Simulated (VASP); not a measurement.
# Re in VASP: a series of runs, part 3 of 3

VASP 6.6.1.

### Step 4. Single point, PBE (atoms moved at random)

The input, INCAR:

```
SYSTEM = Re
  GGA = PE
  ISMEAR = 1
  SIGMA = 0.1
  LWAVE = .FALSE.
  LCHARG = .FALSE.
  ISIF = 2
  ISYM = 0
  PREC = Accurate
  LASPH = .TRUE.
  LREAL = .FALSE.
  ALGO = Normal
  EDIFF = 1E-6
  NELM = 120
  GGA_COMPAT = .FALSE.
  ENCUT = 360
  NSIM = 4
```

The input, KPOINTS:

```
k-points
0
Gamma
  3 3 2
```

The input, POSCAR:

```
Re
1.0
    8.2824000000      0.0000000000      0.0000000000
   -4.1412000000      7.1727688044      0.0000000000
    0.0000000000      0.0000000000      8.9164000000
Re
36
Direct
    0.2274050000      0.1102290000      0.3746890000
    0.2212810000      0.1084440000      0.8776100000
    0.2211400000      0.4407200000      0.3725380000
    0.2307410000      0.4501740000      0.8739890000
    0.2180900000      0.7839110000      0.3694140000
    0.2176130000      0.7731200000      0.8794440000
    0.5554040000      0.1096490000      0.3714790000
    0.5588170000      0.1106480000      0.8789570000
    0.5607010000      0.4496250000      0.3763730000
    0.5558040000      0.4417640000      0.8783970000
    0.5531010000      0.7734470000      0.3787920000
    0.5523170000      0.7817770000      0.8718190000
    0.8901240000      0.1164500000      0.3776710000
    0.8901450000      0.1103510000      0.8783770000
    0.8977070000      0.4529480000      0.3691810000
    0.8922100000      0.4444140000      0.8736170000
    0.8884650000      0.7784180000      0.3768220000
    0.8921080000      0.7827710000      0.8733340000
    0.1123490000      0.2294980000      0.1277320000
    0.1205720000      0.2294490000      0.6219690000
    0.1105820000      0.5524660000      0.1228630000
    0.1051940000      0.5537400000      0.6259740000
    0.1152100000      0.8888570000      0.1251390000
    0.1030130000      0.8798870000      0.6269000000
    0.4367300000      0.2219660000      0.1253360000
    0.4326360000      0.2246050000      0.6300670000
    0.4466460000      0.5544860000      0.1210370000
    0.4436370000      0.5577830000      0.6201410000
    0.4455020000      0.8822710000      0.1251500000
    0.4358940000      0.8870320000      0.6246380000
    0.7736490000      0.2209750000      0.1280320000
    0.7693980000      0.2154500000      0.6271690000
    0.7766050000      0.5540210000      0.1254710000
    0.7863070000      0.5601590000      0.6242630000
    0.7869830000      0.8954540000      0.1221840000
    0.7741360000      0.8832980000      0.6233460000
```

Potentials or basis: VASP PAW PBE potentials, release 64 (Re).

On the command line:

```bash
$ cat potpaw_PBE.64/Re/POTCAR > POTCAR
$ mpirun -np 8 vasp_std > vasp.out
```

OUTCAR:

```text
SYSTEM = Re
   GGA = PE
   ISMEAR = 1
   ISIF = 2
   ISYM = 0
   PREC = Accurate
   LASPH = .TRUE.
   LREAL = .FALSE.
   EDIFF = 1E-6
   NELM = 120
   ENCUT = 360

 ion  position               nearest neighbor table
   1  0.227  0.110  0.375-   5 2.67  25 2.68  26 2.71   7 2.72  23 2.73  20 2.74   3 2.76  19 2.77
                            17 2.78   9 2.79  24 2.79  13 2.82
   2  0.221  0.108  0.878-  26 2.68  25 2.70  23 2.71  18 2.71  14 2.75   6 2.76  10 2.77  24 2.77
                            19 2.77  20 2.78   8 2.79   4 2.79
   3  0.221  0.441  0.373-  19 2.66  20 2.69  13 2.71  28 2.72  15 2.73  21 2.74  11 2.75   1 2.76
                            27 2.76   9 2.78  22 2.79   5 2.86
   4  0.231  0.450  0.874-  27 2.69  12 2.71  10 2.73  28 2.73   6 2.73  21 2.73  20 2.75  22 2.76
                            19 2.76  16 2.78   2 2.79  14 2.82
   5  0.218  0.784  0.369-  23 2.64   1 2.67  15 2.70  17 2.71  29 2.72   7 2.75  24 2.75  21 2.76
                            30 2.76  11 2.82  22 2.82   3 2.86
   6  0.218  0.773  0.879-  21 2.69  23 2.69  16 2.71   4 2.73  29 2.73  18 2.74  12 2.74  22 2.75
                            24 2.76  30 2.76   2 2.76   8 2.81
   7  0.555  0.110  0.371-  31 2.68   1 2.72  29 2.74  13 2.75   5 2.75  32 2.75  25 2.75  30 2.77
                            11 2.78   9 2.79  15 2.84  26 2.87
   8  0.559  0.111  0.879-  12 2.70  31 2.70  32 2.71  29 2.74  14 2.75  10 2.76  25 2.76  16 2.76
                            30 2.78   2 2.79  26 2.81   6 2.81
   9  0.561  0.450  0.376-  28 2.71  11 2.71  17 2.72  33 2.72  34 2.74  27 2.77  25 2.77   3 2.78
[... 41 lines left out ...]
  30  0.436  0.887  0.625-  12 2.72  24 2.73  32 2.74  11 2.75  22 2.75   6 2.76  28 2.76   5 2.76
                             7 2.77   8 2.78  26 2.81  36 2.82
  31  0.774  0.221  0.128-   7 2.68   8 2.70  15 2.72  13 2.73  33 2.75  35 2.75  14 2.76  29 2.76
                            21 2.77  19 2.77  16 2.78  25 2.79
  32  0.769  0.215  0.627-   8 2.71  13 2.73  30 2.74  16 2.74   7 2.75  14 2.77  36 2.77  34 2.79
                            22 2.79  26 2.83  20 2.85  15 2.86
  33  0.777  0.554  0.125-  15 2.70  10 2.71   9 2.72  27 2.74  31 2.75  17 2.76  16 2.77  21 2.77
                            25 2.78  18 2.78  35 2.79  23 2.79
  34  0.786  0.560  0.624-  24 2.64  22 2.67  17 2.71  36 2.73  16 2.73  18 2.74   9 2.74  15 2.76
                            32 2.79  10 2.81  28 2.83  26 2.86
  35  0.787  0.895  0.122-  14 2.67  18 2.71  19 2.73  23 2.75  31 2.75  17 2.76  29 2.78  13 2.78
                            33 2.79  12 2.80  27 2.82  11 2.84
[... 194 lines left out ...]
 maximum number of plane-waves:      8248
 NGX is ok and might be reduce to    54
   NGX = 25   NGY = 25   NGZ = 27

 number of electron     252.0000000 magnetization

 Free energy of the ion-electron system (eV)
  ---------------------------------------------------
  ext. energy  EPLUGINS =         0.00000000
  ---------------------------------------------------
  free energy    TOTEN  =      -446.26275078 eV

  energy without entropy =     -446.26215265  energy(sigma->0) =     -446.26255140

 E-fermi :   7.9189     XC(G=0): -13.7258

 val. band max:        7.9158650042   @ k =  -0.3333   0.3333   0.0000
 cond. band min:       7.9199806027   @ k =   0.0000   0.3333   0.0000
 fundamental gap:      0.0041155984
 Fermi energy:         7.9189479150

 k-point     1 :       0.0000    0.0000    0.0000
  band No.  band energies     occupation
      1      -1.9801      2.00000
      2       0.3665      2.00000
      3       0.3721      2.00000
      4       1.2014      2.00000
      5       1.2263      2.00000
      6       1.2421      2.00000
[... 1399 lines left out ...]
    137       8.8881     -0.00000
    138       8.9173     -0.00000
 [bands above 138 left out]

------------------------ aborting loop because EDIFF is reached ----------------------------------------

  FORCE on cell =-STRESS in cart. coord.  units (eV):
  Direction    XX          YY          ZZ          XY          YZ          ZX
  --------------------------------------------------------------------------------------
  -------------------------------------------------------------------------------------
  Total       20.3300574     18.9449342     18.9563663      1.4593369     -0.0237512     -0.0075868
  in kB       61.4917158     57.3021751     57.3367533      4.4140127     -0.0718394     -0.0229475
  external PRESSURE =      58.7102147 kB  Pullay stress =       0.0000000 kB

 VOLUME and BASIS-vectors are now :
 -----------------------------------------------------------------------------
  energy-cutoff  :      360.00
  volume of cell :      529.70
      direct lattice vectors                 reciprocal lattice vectors
     8.282400000  0.000000000  0.000000000     0.120737950  0.069708088  0.000000000
    -4.141200000  7.172768804  0.000000000     0.000000000  0.139416176  0.000000000
     0.000000000  0.000000000  8.916400000     0.000000000  0.000000000  0.112152887

 POSITION                                       TOTAL-FORCE (eV/Angst)
 -----------------------------------------------------------------------------------
      1.42698      0.79065      3.34088        -0.603361      0.393988      0.328597
      1.38365      0.77784      7.82512        -0.052929      0.412582     -0.196259
      0.00646      3.16118      3.32170        -0.037898      0.477599      0.268387
      0.04683      3.22899      7.79284        -0.426244     -0.760764     -0.107217
     -1.44002      5.62281      3.29384         1.014771     -0.646309      0.460900
     -1.39929      5.54541      7.84147         0.227004      0.495060     -0.275426
[... 28 lines left out ...]
      2.80985      6.42288      1.08944        -0.562711     -0.506265      0.223537
      2.75379      6.33569      5.55800        -0.303080      0.944152      0.213072
 -----------------------------------------------------------------------------------
    total drift:                                0.000295     -0.000349      0.000146

  FREE ENERGIE OF THE ION-ELECTRON SYSTEM (eV)
  ---------------------------------------------------
  free  energy   TOTEN  =      -446.2627507845 eV

  energy  without entropy=     -446.2621526461  energy(sigma->0) =     -446.26255140
```

It took 3.7 min on 8 MPI ranks of Intel Xeon Platinum 8488C (Sapphire Rapids), shared host; peak memory 0.2 GiB.

Results:

```
Free energy            : -446.2628 eV
Pressure               : 5.9 GPa
Largest force          : 1.578 eV/Å
Band gap on the k mesh : zero (bands 126 and 127 overlap by 0.42 eV)
```

Forces on the atoms (eV/Å):
```
Re  -0.603  0.394  0.329
Re  -0.053  0.413 -0.196
Re  -0.038  0.478  0.268
Re  -0.426 -0.761 -0.107
Re   1.015 -0.646  0.461
Re   0.227  0.495 -0.275
Re   0.039  0.246  0.424
Re  -0.468 -0.026 -0.272
Re  -0.104 -0.638 -0.126
Re   0.070  0.472 -0.553
Re  -0.096  0.580 -0.267
Re   0.677 -0.239 -0.077
Re   0.047 -0.543 -0.144
Re   0.000  0.327 -0.475
Re  -0.432 -0.782  0.690
Re  -0.456 -0.178  0.096
Re  -0.270  0.336 -0.159
Re  -0.325 -0.741  0.333
Re   0.180 -0.564 -0.183
Re  -1.132 -0.849  0.226
Re  -0.276  0.286 -0.048
Re   0.503  0.023 -0.200
Re  -0.512 -0.085 -0.079
Re   0.508  1.023 -0.162
Re   0.918 -0.145 -0.079
Re   1.566 -0.116 -0.155
Re  -0.053  0.364  0.401
Re   0.275 -0.017  0.458
Re   0.037  0.653  0.189
Re   0.439  0.394 -0.189
Re   0.108 -0.087 -0.226
Re   0.291  0.170 -0.251
Re   0.177  0.351 -0.122
Re  -0.968 -1.027  0.033
Re  -0.563 -0.506  0.224
Re  -0.303  0.944  0.213
```

Stress tensor (GPa, compression positive):
```
 6.15  0.44  0.00
 0.44  5.73 -0.01
 0.00 -0.01  5.73
```

Caveat: the cell differs from its parent crystal (atoms moved at random); the cell stands under pressure; spin-orbit coupling is left out, which moves the levels of the heavy elements; forces of over 1 eV/Å act on the atoms, so gaps and moduli don't describe the material at rest.

### Step 5. Single point, r2SCAN+rVV10

This run uses another cell than the first one, of 14.60 Å³/atom.

The input, POSCAR:

```
Re
1.0
    2.7511205841      0.0000000000      0.0000000000
   -1.3755602920      2.3825403147      0.0000000000
    0.0000000000      0.0000000000      4.4535312720
Re
2
Direct
    0.6666666667      0.3333333333      0.7500000000
    0.3333333333      0.6666666667      0.2500000000
```

The input, INCAR.step1:

```
SYSTEM = Re
PREC = Accurate
ENCUT = 610
ISMEAR = -1
SIGMA = 0.05
LREAL = .False.
LASPH = .True.
NELM = 120
NBANDS = 22
GGA = PE
ALGO = Normal
EDIFF = 1E-5
LWAVE = .True.
LCHARG = .False.
GGA_COMPAT = .False.
```

The input, INCAR.step2:

```
SYSTEM = Re
PREC = Accurate
ENCUT = 610
EDIFF = 1E-6
ISMEAR = -1
SIGMA = 0.05
LREAL = .False.
LASPH = .True.
NELM = 120
ALGO = Normal
ISIF = 2
LWAVE = .False.
LCHARG = .False.
METAGGA = R2SCAN
LMIXTAU = .True.
LUSE_VDW = .True.
IVDW_NL = 2
BPARAM = 11.95
CPARAM = 0.0093
NBANDS = 22
ISTART = 1
GGA_COMPAT = .False.
```

The input, KPOINTS:

```
Automatic mesh
0
Gamma
  11 11 6
  0 0 0
```

Potentials or basis: VASP PAW PBE potentials, release 64 (Re_sv_GW).

On the command line:

```bash
$ cat potpaw_PBE.64/Re_sv_GW/POTCAR > POTCAR
$ cp INCAR.step1 INCAR
$ mpirun -np 1 vasp_std > vasp.out
$ cp INCAR.step2 INCAR
$ mpirun -np 1 vasp_std > vasp.out
```

Run time: 2.1 min. Hardware: 1 thread of Intel Xeon 6975P-C (Granite Rapids), shared host; peak memory 0.28 GiB.

It converged, with:

| Quantity | Value |
| --- | --- |
| Free energy | -107.7315 eV |
| Pressure | -0.3 GPa |
| Band gap on the k mesh | zero (bands 15 and 16 overlap by 3.04 eV) |

Stress tensor (GPa, compression positive):
```
-0.38  0.00  0.00
 0.00 -0.38  0.00
 0.00  0.00 -0.17
```

Levels at points of the mesh, in eV from the Fermi level:
```tsv
k point	band 11	band 12	band 13	band 14	band 15	band 16	band 17	band 18	band 19	band 20
(0.00, 0.00, 0.00)	-1.68	-1.63	-1.63	-0.76	-0.76	0.25	0.25	0.46	3.58	3.58
(0.00, 0.00, 0.50)	-2.56	-2.56	-1.76	-1.76	-1.76	-1.76	2.72	2.72	2.72	2.72
```

Caveat: the PAW data sets were made with another functional, which shifts forces and pressure a little; spin-orbit coupling is left out, which moves the levels of the heavy elements.

### Step 6. The runs side by side

```csv
level,potentials or basis,spin,cell,k mesh,cutoff (eV),smearing,dipole correction,tolerance level,purpose,cell repeated,gap on the mesh (eV),pressure (GPa),moment (μB)
PBEsol,"VASP PAW PBE potentials, release 64 (Re)","non-collinear, zero start, SOC","a = 2.779, b = 2.779, c = 4.488 Å, angles 90.0, 90.0, 120.0°, 2 atoms, atomic positions A",11 × 11 × 6,520,fermi-dirac 0.05 eV,no,-,-,-,-,-10.6,0.00
PBEsol,"VASP PAW PBE potentials, release 64 (Re)","non-collinear, zero start, SOC","a = 2.797, b = 2.797, c = 4.517 Å, angles 90.0, 90.0, 120.0°, 2 atoms, atomic positions A",11 × 11 × 6,520,fermi-dirac 0.05 eV,no,-,-,-,-,-17.0,0.00
PBE,"VASP PAW PBE potentials, release 64 (Re)",off,"a = 8.282, b = 8.282, c = 8.916 Å, angles 90.0, 90.0, 120.0°, 36 atoms, atomic positions B",3 × 3 × 2,360,methfessel-paxton 0.1 eV,-,standard,forces in a large cell,3 × 3 × 2,none,5.9,-
r2SCAN+rVV10,"VASP PAW PBE potentials, release 64 (Re_sv_GW)",off,"a = 2.751, b = 2.751, c = 4.454 Å, angles 90.0, 90.0, 120.0°, 2 atoms, atomic positions A",11 × 11 × 6,610,fermi-dirac 0.05 eV,no,-,-,-,none,-0.3,-
```

Alike in all rows: task single point.

Caveats: the PAW data sets were made with another functional, which shifts forces and pressure a little (at least some runs); the cell stands under tension (at least some runs); spin-orbit coupling is left out, which moves the levels of the heavy elements (at least some runs); the cell stands under pressure (at least some runs); forces of over 1 eV/Å act on the atoms, so gaps and moduli don't describe the material at rest (at least some runs).

Total energies depend on the potentials used, so only differences within one code and one set of settings carry meaning.

The gap in the log of VASP goes by the Fermi energy; the results here count the filled bands.